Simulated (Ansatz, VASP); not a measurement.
**Two plane-wave programs on K3Ag**

The input INCAR:

```
SYSTEM = K3Ag
PREC = Accurate ; ENCUT = 520
EDIFF = 1E-7 ; ISMEAR = 1
SIGMA = 0.15 ; LREAL = .False.
LASPH = .True. ; NELM = 100
ALGO = Normal ; ISIF = 2
LWAVE = .False. ; LCHARG = .False.
GGA = CA ; NBANDS = 27
```

The input KPOINTS:

```
Automatic mesh
0
Gamma
  6 6 6
  0 0 0
```

POSCAR

```
K3Ag
1.0
    5.9221958000      0.0000000000      0.0000000000
    0.0000000000      5.9221958000      0.0000000000
    0.0000000000      0.0000000000      5.4993475312
K Ag
3 1
Direct
    0.5000000000      0.0000000000      0.0000000000
    0.0000000000      0.5000000000      0.0000000000
    0.0000000000      0.0000000000      0.5000000000
    0.5000000000      0.5000000000      0.5000000000
```

Input for Ansatz:

```yaml
crystal:
  lattice:
    - [5.9221958, 0.0, 0.0]
    - [0.0, 5.9221958, 0.0]
    - [0.0, 0.0, 5.499347531231411]
  atoms:
    - { symbol: K, position: [0.5, 0.0, 0.0] }
    - { symbol: K, position: [0.0, 0.5, 0.0] }
    - { symbol: K, position: [0.0, 0.0, 0.5] }
    - { symbol: Ag, position: [0.5, 0.5, 0.5] }
basis:
  ecutwfc: 476.19925930478996
kpoints:
  mp_grid:
    grid: [6, 6, 6]
hamiltonian:
  xc: lda
scf:
  max_iter: 60
  occupations:
    method: methfessel_paxton
    width: 0.15
output:
  stress: true
```

Alike in both runs: task single point; functional LDA; k mesh 6 × 6 × 6; occupations methfessel-paxton of order 1, width 0.15 eV; no spin polarisation.

|  | VASP | Ansatz |
| --- | --- | --- |
| version | VASP 6.6.1 | Ansatz 0.2.0 |
| potentials or method | VASP PAW LDA potentials, release 64 (K_sv, Ag), cutoff 520 eV | plane waves, PAW |
| valence electrons in the cell | 38 | 46 |

|  | VASP | Ansatz | Ansatz less VASP |
| --- | --- | --- | --- |
| pressure (GPa) | -1.1 | -1.1 | +0.01 |
| traceless stress, the component that is largest in VASP (GPa) | 0.16 | 0.16 | 0.000 |

LDA's correlation is that of Perdew and Zunger in VASP and of Perdew and Wang (1992) in Ansatz. VASP's potentials hold 38 valence electrons a cell and Ansatz's 46, so a difference there can come from the potentials and not from the codes.
